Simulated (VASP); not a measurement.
The system is KBr.

```
K Br
1.0
     0.00000    3.30225    3.30225
     3.30225    0.00000    3.30225
     3.30225    3.30225    0.00000
K Br
1 1
Direct
  0.00000 0.00000 0.00000
  0.50000 0.50000 0.50000
```

Base run:

| Quantity | Value |
| --- | --- |
| Program | VASP 6.6.1 |
| Functional | PBE-based screened hybrid with 15 % exact exchange |
| Potentials or basis | VASP PAW PBE potentials, release 64 (K_sv, Br) |
| Cutoff | 520 eV |
| k mesh | 4 × 4 × 4 |
| Occupations | gaussian, width 0.01 eV |
| Spin | no spin polarisation |

Its results: band gap on the k mesh 5.12 eV; pressure 0.6 GPa.

Q: The run is repeated on the same cell with these changes: functional from PBE-based screened hybrid with 15 % exact exchange to r2SCAN. What comes out?

A: Band gap on the k mesh 5.07 eV; pressure 0.0 GPa.

Caveats: the PAW data sets were made with another functional, which shifts forces and pressure a little.

